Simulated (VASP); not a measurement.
Set up this calculation in VASP 6.6.1, as the native input.

```yaml
Task: relaxation of the atoms
Functional: PBE
Potentials_or_basis: VASP PAW PBE potentials, release 64 (Ta_pv, N)
Cutoff: 520 eV
k_mesh: 8 × 8 × 1
Occupations: gaussian, width 0.1 eV
Spin: no spin polarisation
Dipole_correction: yes
Atoms_held_fixed_from_0: "[0, 1, 2, 3]"
Further_INCAR_settings: ALGO = Fast; EDIFF = 1e-07; IBRION = 2; EDIFFG = -0.025; NSW = 36
Atoms_held_along_some_axes_from_0: atom 4 along a and b
```

The structure of Ta4N lies in POSCAR:

```
Ta4N
1.0
    3.3189671338      0.0000000000      0.0000000000
    0.0000000000      3.3189671338      0.0000000000
    0.0000000000      0.0000000000     20.2996559829
Ta N
4 1
Selective dynamics
Direct
    0.5000000000      0.5000000000      0.1970476743  F F F
    0.0000000000      0.0000000000      0.2787970186  F F F
    0.5000000000      0.5000000000      0.3599139064  F F F
    0.0000000000      0.0000000000      0.4334879365  F F F
    0.0000000000      0.3750000000      0.5113217678  F F T
```

One way to write it, as run:

INCAR

```
SYSTEM = Ta4N
ALGO = Fast
DIPOL = 0.5 0.5 0.356
EDIFF = 1E-7
EDIFFG = -0.025
ENCUT = 520
GGA = PE
IBRION = 2
IDIPOL = 3
ISIF = 2
ISMEAR = 0
LASPH = .True.
LCHARG = .False.
LDIPOL = .True.
LREAL = .False.
LWAVE = .False.
NELM = 100
NSW = 36
PREC = Accurate
SIGMA = 0.1
```

KPOINTS

```
k-points
0
Gamma
  8 8 1
  0 0 0
```

Potentials or basis: VASP PAW PBE potentials, release 64 (Ta_pv, N).

Launch:

```bash
$ cat potpaw_PBE.64/Ta_pv/POTCAR potpaw_PBE.64/N/POTCAR > POTCAR
$ mpirun -np 1 vasp_std > vasp.out
```

Results of the run:

```yaml
Energy_gained_by_relaxing: 162.7 meV/atom
Ionic_steps: 15
Band_gap_on_the_k_mesh: zero (an odd number of electrons rules out a gap without spin polarisation)
```

Caveat: spin-orbit coupling is left out, which moves the levels of the heavy elements.

It took 39 min on 1 thread of Oxide Virtual Turin-like Processor, with other jobs on the host, peak memory 0.41 GiB.
